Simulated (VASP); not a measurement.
# ZnS in VASP: a series of runs

The runs below take ZnS through single point, with PBE.

Program: VASP 6.6.1. These are calculated values, not measurements. Logs are shortened: lines on timing, memory, paths and dates and some standing lists are left out, and cuts for length are marked.

### 1 The cell of the first run

It takes space group I-4m2 (No. 119, tetragonal). Conventional cell: a = 3.964 Å, b = 3.964 Å, c = 5.525 Å, α = 90.00°, β = 90.00°, γ = 90.00°. Zn (site symmetry -4m2) has 4 S at 2.42 Å within 3.2 Å. Within 3.2 Å of S (site symmetry -4m2) lie 4 Zn at 2.42 Å.

### 2 Single point, PBE (strain +0.030 along x and y, +0.015 along z)

Input file INCAR:

```
SYSTEM = ZnS
PREC = Accurate
ENCUT = 520
EDIFF = 1E-7
ISMEAR = 0
SIGMA = 0.05
LREAL = .FALSE.
LASPH = .TRUE.
NELM = 60
ALGO = Normal
ISIF = 2
LWAVE = .FALSE.
LCHARG = .FALSE.
GGA = PE
NBANDS = 16
```

Input file KPOINTS:

```
regular mesh
0
G
  8 8 8
  0 0 0
```

Input file POSCAR:

```
ZnS
1.0
    0.0000000000      2.8032109041      2.7623874444
    2.8032109041      0.0000000000      2.7623874444
    2.8032109041      2.8032109041      0.0000000000
Zn S
1 1
Direct
    0.0000000000      0.0000000000      0.0000000000
    0.7500000000      0.7500000000      0.7500000000
```

Potentials or basis: VASP PAW PBE potentials, release 64 (Zn, S).

Started as:

```sh
$ cat potpaw_PBE.64/Zn/POTCAR potpaw_PBE.64/S/POTCAR > POTCAR
$ mpirun -np 1 vasp_std > vasp.out
```

OUTCAR:

```text
SYSTEM = ZnS
   PREC = Accurate
   ENCUT = 520
   EDIFF = 1E-7
   ISMEAR = 0
   LREAL = .FALSE.
   LASPH = .TRUE.
   NELM = 60
   ISIF = 2
   GGA = PE

 ion  position               nearest neighbor table
   1  0.000  0.000  0.000-   2 2.42   2 2.42   2 2.42   2 2.42
   2  0.750  0.750  0.750-   1 2.42   1 2.42   1 2.42   1 2.42

  LATTYP: Found a body centered tetragonal cell.
 ALAT       =     3.9643388788
 C/A-ratio  =     1.3936182193

  Lattice vectors:

 A1 = (   0.0000000000,  -2.8032109041,  -2.7623874444)
 A2 = (   0.0000000000,   2.8032109041,  -2.7623874444)
 A3 = (   2.8032109041,   0.0000000000,   2.7623874444)

Analysis of symmetry for initial positions (statically):
=====================================================================
 Subroutine PRICEL returns:
 Original cell was already a primitive cell.

 Routine SETGRP: Setting up the symmetry group for a
 body centered tetragonal supercell.

 Subroutine GETGRP returns: Found  8 space group operations
 (whereof  8 operations were pure point group operations)
 out of a pool of 16 trial point group operations.

The static configuration has the point symmetry D_2d.

Analysis of symmetry for dynamics (positions and initial velocities):
=====================================================================
 Subroutine PRICEL returns:
 Original cell was already a primitive cell.

 Routine SETGRP: Setting up the symmetry group for a
 body centered tetragonal supercell.

 Subroutine GETGRP returns: Found  8 space group operations
 (whereof  8 operations were pure point group operations)
 out of a pool of 16 trial point group operations.

The dynamic configuration has the point symmetry D_2d.

 Subroutine INISYM returns: Found  8 space group operations
 (whereof  8 operations are pure point group operations),
 and found     1 'primitive' translations

----------------------------------------------------------------------------------------

                                     Primitive cell

  volume of cell :      43.4136

  direct lattice vectors                    reciprocal lattice vectors
     0.000000000  2.803210904  2.762387444    -0.178366886  0.178366886  0.181002850
     2.803210904  0.000000000  2.762387444     0.178366886 -0.178366886  0.181002850
     2.803210904  2.803210904  0.000000000     0.178366886  0.178366886 -0.181002850

  length of vectors
     3.935578200  3.935578200  3.964338879     0.310469844  0.310469844  0.310469844

  position of ions in fractional coordinates (direct lattice)
     0.000000000  0.000000000  0.000000000
     0.750000000  0.750000000  0.750000000

  ion indices of the primitive-cell ions
   primitive index   ion index
                 1           1
                 2           2

----------------------------------------------------------------------------------------

 KPOINTS: regular mesh

Automatic generation of k-mesh.
 Grid dimensions read from file:
 generate k-points for:    8    8    8

 Generating k-lattice:

  Cartesian coordinates                     Fractional coordinates (reciprocal lattice)
    -0.022295861  0.022295861  0.022625356     0.125000000 -0.000000000  0.000000000
     0.022295861 -0.022295861  0.022625356    -0.000000000  0.125000000  0.000000000
     0.022295861  0.022295861 -0.022625356     0.000000000  0.000000000  0.125000000

  Length of vectors
     0.038808730  0.038808730  0.038808730

  Shift w.r.t. Gamma in fractional coordinates (k-lattice)
     0.000000000  0.000000000  0.000000000

 Subroutine IBZKPT returns following result:
 ===========================================

 Found     59 irreducible k-points:

 Following reciprocal coordinates:
            Coordinates               Weight
  0.000000  0.000000  0.000000      1.000000
  0.125000  0.000000  0.000000      8.000000
  0.250000  0.000000  0.000000      8.000000
  0.375000  0.000000  0.000000      8.000000
  0.500000  0.000000  0.000000      4.000000
  0.125000  0.125000  0.000000      2.000000
[... 16 lines left out ...]
  0.250000  0.000000  0.125000     16.000000
  0.375000  0.000000  0.125000     16.000000
 [... further k-points ...]
   k-points           NKPTS =     59   k-points in BZ     NKDIM =     59   number of bands    NBANDS=     16
   number of dos      NEDOS =    301   number of ions     NIONS =      2
   total plane-waves  NPLWV =  27000
   dimension x,y,z NGX =    30 NGY =   30 NGZ =   30
   dimension x,y,z NGXF=    60 NGYF=   60 NGZF=   60
   ions per type =               1   1
   NGX,Y,Z   is equivalent  to a cutoff of  12.67, 12.67, 12.58 a.u.
   NGXF,Y,Z  is equivalent  to a cutoff of  25.35, 25.35, 25.16 a.u.
 SYSTEM =  ZnS
   PREC   = accura    normal or accurate (medium, high low for compatibility)
   ISTART =      0    job   : 0-new  1-cont  2-samecut
   ICHARG =      2    charge: 1-file 2-atom 10-const
   ISPIN  =      1    spin polarized calculation?
   LNONCOLLINEAR =      F non collinear calculations
   LSORBIT =      F    spin-orbit coupling
   LASPH  =      T    aspherical Exc in radial PAW
   ENCUT  =  520.0 eV  38.22 Ry    6.18 a.u.   7.32  7.32  7.37*2*pi/ulx,y,z
   NELM   =     60;   NELMIN=  2; NELMDL= -5     # of ELM steps
   EDIFF  = 0.1E-06   stopping-criterion for ELM
   LREAL  =      F    real-space projection
   EDIFFG = 0.1E-05   stopping-criterion for IOM
   NSW    =      0    number of steps for IOM
   IBRION =     -1    ionic relax: 0-MD 1-quasi-New 2-CG
   NFREE  =      0    steps in history (QN), initial steepest desc. (CG)
   ISIF   =      2    stress and relaxation
   ISYM   =      2    0-nonsym 1-usesym 2-fastsym
   POTIM  = 0.5000    time-step for ionic-motion
   TEBEG  =    0.0;   TEEND  =   0.0 temperature during run
   PSTRESS=    0.0 pullay stress
   NELECT =      18.0000    total number of electrons
   NUPDOWN=      -1.0000    fix difference up-down
   EMIN   =  10.00;   EMAX   =-10.00  energy-range for DOS
   EFERMI =   0.00;   METHOD = LEGACY
   ISMEAR =     0;   SIGMA  =   0.05  broadening in eV -4-tet -1-fermi 0-gaus
   EFERMI_NEDOS =   21; number of points for ismear=-14 and -15
   IALGO  =     38    algorithm
   IMIX   =      4    mixing-type and parameters
     AMIX     =   0.40;   BMIX     =  1.00
     AMIX_MAG =   1.60;   BMIX_MAG =  1.00
  volume/ion in A,a.u.               =      21.71       146.48
  Fermi-wavevector in a.u.,A,eV,Ry     =   1.220741  2.306866 20.275527  1.490209
  Thomas-Fermi vector in A             =   2.355948
   LORBIT       =      0    0 simple, 1 ext, 2 COOP (PROOUT), +10 PAW based schemes
   GGA     = PE    functional components
   LHFCALC =     F    Hartree Fock is set to
   AEXX    =    0.0000 exact exchange contribution
   IVDW    =     0    specifies the selected vdW correction
   LEPSILON=     F    determine dielectric tensor
   LRPA    =     F    only Hartree local field effects (RPA)
 non-spin polarized calculation
 Gauss-broadening in eV      SIGMA  =   0.05
  energy-cutoff  :      520.00
  volume of cell :       43.41
 maximum number of plane-waves:      1211
 NGX is ok and might be reduce to    30
   NGX = 15   NGY = 15   NGZ = 15

 number of electron      17.9999986 magnetization

 Free energy of the ion-electron system (eV)
  ---------------------------------------------------
  ext. energy  EPLUGINS =         0.00000000
  ---------------------------------------------------
  free energy    TOTEN  =        -6.80967249 eV

  energy without entropy =       -6.80967249  energy(sigma->0) =       -6.80967249

 E-fermi :   1.5506     XC(G=0):  -9.1875

 val. band max:        1.2959555851   @ k =   0.0000   0.0000   0.0000
 cond. band min:       2.9703613272   @ k =   0.0000   0.0000   0.0000
 fundamental gap:      1.6744057421
 Fermi energy:         1.5506493454

 k-point     1 :       0.0000    0.0000    0.0000
  band No.  band energies     occupation
      1     -11.2552      2.00000
      2      -4.7468      2.00000
      3      -4.7468      2.00000
      4      -4.7392      2.00000
      5      -4.3538      2.00000
      6      -4.3517      2.00000
[... 8 lines left out ...]
     15      12.7917      0.00000
     16      13.0214      0.00000

 k-point     2 :       0.1250    0.0000    0.0000
  band No.  band energies     occupation
      1     -11.1572      2.00000
      2      -4.7369      2.00000
      3      -4.7300      2.00000
      4      -4.7236      2.00000
      5      -4.3545      2.00000
      6      -4.3532      2.00000
[... 8 lines left out ...]
     15      12.4336      0.00000
     16      13.4080      0.00000

 k-point     3 :       0.2500    0.0000    0.0000
  band No.  band energies     occupation
      1     -10.9037      2.00000
      2      -4.6935      2.00000
      3      -4.6878      2.00000
      4      -4.6738      2.00000
      5      -4.3516      2.00000
      6      -4.3506      2.00000
[... 8 lines left out ...]
     15      12.1806      0.00000
     16      13.1998      0.00000

 k-point     4 :       0.3750    0.0000    0.0000
  band No.  band energies     occupation
      1     -10.6210      2.00000
      2      -4.6648      2.00000
      3      -4.6563      2.00000
      4      -4.4684      2.00000
      5      -4.3400      2.00000
      6      -4.3363      2.00000
[... 8 lines left out ...]
     15      13.1509      0.00000
     16      13.1722      0.00000
[... 324 lines left out ...]
 k-point    22 :       0.1250    0.0000    0.1250
  band No.  band energies     occupation
      1     -11.1256      2.00000
      2      -4.7539      2.00000
      3      -4.7149      2.00000
      4      -4.7068      2.00000
      5      -4.3656      2.00000
      6      -4.3440      2.00000
[... 8 lines left out ...]
     15      13.1453      0.00000
     16      13.8176      0.00000

 k-point    23 :       0.2500    0.0000    0.1250
  band No.  band energies     occupation
      1     -10.9242      2.00000
      2      -4.7336      2.00000
      3      -4.6739      2.00000
      4      -4.6644      2.00000
      5      -4.3710      2.00000
      6      -4.3365      2.00000
[... 8 lines left out ...]
     15      13.1036      0.00000
     16      14.5374      0.00000

 k-point    24 :       0.3750    0.0000    0.1250
  band No.  band energies     occupation
      1     -10.6476      2.00000
      2      -4.6754      2.00000
      3      -4.6359      2.00000
      4      -4.5517      2.00000
      5      -4.3494      2.00000
      6      -4.3276      2.00000
[... 8 lines left out ...]
     15      13.7314      0.00000
     16      14.0273      0.00000

 [... further k-points ...]
[... 5 lines left out ...]
  --------------------------------------------------------------------------------------
  -------------------------------------------------------------------------------------
  Total       -1.2051530     -1.2051530     -1.0414622      0.0000000     -0.0000000      0.0000000
  in kB      -44.4760939    -44.4760939    -38.4350965      0.0000000     -0.0000000      0.0000000
  external PRESSURE =     -42.4624281 kB  Pullay stress =       0.0000000 kB

 VOLUME and BASIS-vectors are now :
 -----------------------------------------------------------------------------
  energy-cutoff  :      520.00
  volume of cell :       43.41
      direct lattice vectors                 reciprocal lattice vectors
     0.000000000  2.803210904  2.762387444    -0.178366886  0.178366886  0.181002850
     2.803210904  0.000000000  2.762387444     0.178366886 -0.178366886  0.181002850
     2.803210904  2.803210904  0.000000000     0.178366886  0.178366886 -0.181002850

 POSITION                                       TOTAL-FORCE (eV/Angst)
 -----------------------------------------------------------------------------------
      0.00000      0.00000      0.00000         0.000000     -0.000000     -0.000000
      4.20482      4.20482      4.14358        -0.000000      0.000000      0.000000
 -----------------------------------------------------------------------------------
    total drift:                                0.000000      0.000000      0.000001

  FREE ENERGIE OF THE ION-ELECTRON SYSTEM (eV)
  ---------------------------------------------------
  free  energy   TOTEN  =        -6.8096724944 eV

  energy  without entropy=       -6.8096724944  energy(sigma->0) =       -6.80967249
```

Wall time 47 s (1 thread of Intel Xeon Platinum 8375C at 2.90GHz (Ice Lake), shared host); peak memory 0.18 GiB.

What came out:

```yaml
Free_energy: -6.8097 eV
Pressure: -4.2 GPa
Band_gap_on_the_k_mesh: 1.67 eV, direct
```

Caveat: the cell differs from its parent crystal (strain +0.030 along x and y, +0.015 along z).

### 3 Single point, PBE (strain -0.030 along x and y, -0.030 along z)

Input file INCAR:

```
SYSTEM = ZnS
PREC = Accurate ; ENCUT = 520
EDIFF = 1E-6 ; ISMEAR = 0
SIGMA = 0.05 ; LREAL = .False.
LASPH = .True. ; NELM = 100
ALGO = Normal ; ISIF = 2
LWAVE = .False. ; LCHARG = .True.
GGA = PE ; LELF = .True.
LVHAR = .True. ; NBANDS = 16
```

Input file KPOINTS:

```
Automatic mesh
0
Gamma
  8 8 8
  0 0 0
```

Input file POSCAR:

```
ZnS
1.0
    0.0000000000      2.6399170651      2.6399170651
    2.6399170651      0.0000000000      2.6399170651
    2.6399170651      2.6399170651      0.0000000000
Zn S
1 1
Direct
    0.0000000000      0.0000000000      0.0000000000
    0.7500000000      0.7500000000      0.7500000000
```

Potentials or basis: VASP PAW PBE potentials, release 64 (Zn, S).

Started as:

```sh
$ cat potpaw_PBE.64/Zn/POTCAR potpaw_PBE.64/S/POTCAR > POTCAR
$ mpirun -np 1 vasp_std > vasp.out
```

Run time: 7.2 s. Hardware: 1 thread of Intel Xeon 6975P-C (Granite Rapids), shared host; peak memory 0.16 GiB.

It converged, with:

- Free energy: -6.7687 eV
- Pressure: 8.0 GPa
- Band gap on the k mesh: 2.43 eV, direct

Levels at points of the mesh, in eV from the valence-band top:
```
           k point  band 6  band 7  band 8  band 9  band 10  band 11  band 12  band 13
(0.00, 0.00, 0.00)   -6.06    0.00    0.00    0.00     2.43     6.34     6.34     6.34
(0.50, 0.00, 0.00)   -5.87   -5.74   -0.97   -0.97     3.44     6.88     6.88     9.13
(0.50, 0.50, 0.00)   -5.82   -4.84   -2.48   -2.48     3.24     4.05    11.50    12.45
```

Caveat: the cell differs from its parent crystal (strain -0.030 along x and y, -0.030 along z).

[end of part 1 of 2]
